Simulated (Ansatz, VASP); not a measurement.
**Al in VASP and in Ansatz**

Contents of INCAR:

```
  PREC = Accurate
  ENCUT = 520
  EDIFF = 1E-7
  ISMEAR = -1
  SIGMA = 0.1
  LREAL = False
  LASPH = True
  NELM = 60
  ALGO = Normal
  ISIF = 2
  LWAVE = False
  LCHARG = False
  GGA = PS
  NBANDS = 8
```

The input KPOINTS:

```
Automatic mesh
0
Gamma
  16 16 16
```

Contents of POSCAR:

```
Al
1.0
    0.0000000000      1.6930628490      1.6930628490
    1.6930628490      0.0000000000      1.6930628490
    1.6930628490      1.6930628490      0.0000000000
Al
1
Direct
    0.0000000000      0.0000000000      0.0000000000
```

Input for Ansatz:

```yaml
crystal:
  lattice:
    - [0.0, 1.693062849, 1.693062849]
    - [1.693062849, 0.0, 1.693062849]
    - [1.693062849, 1.693062849, 0.0]
  atoms:
    - { symbol: Al, position: [0.0, 0.0, 0.0] }
kpoints:
  mp_grid: { grid: [16, 16, 16] }
scf:
  occupations: { method: fermi_dirac, width: 0.1 }
hamiltonian:
  xc: pbesol
  pseudopotentials: { kind: paw }
output:
  forces: true
  stress: true
  eigenvalues: true
  populations: true
  write_density: true
  write_potential: true
  elf: true
  volumetric_format: npy
```

Change from the starting cell: volume scaled by 0.6, PAW files.

Alike in both runs: task single point; functional PBEsol; k mesh 16 × 16 × 16; occupations fermi-dirac, width 0.1 eV; no spin polarisation.

```csv
,VASP,Ansatz
version,VASP 6.6.1,Ansatz 0.2.0
potentials or method,"VASP PAW PBE potentials, release 64 (Al)","PAW with Ansatz's default frozen-core files, scalar-relativistic"
plane-wave cutoff (eV),520,420
valence electrons in the cell,3,3
```

```csv
,VASP,Ansatz,Ansatz less VASP
pressure (GPa),125.4,124.5,-0.91
```

VASP's potentials were made for PBE, not for PBEsol. Both programs put the cell under a high pressure, so it lies far from rest at this level. With one functional, cell and mesh, what is left measures potentials, basis and numerics.

Noted on VASP's run: the cell as given lies far from equilibrium.
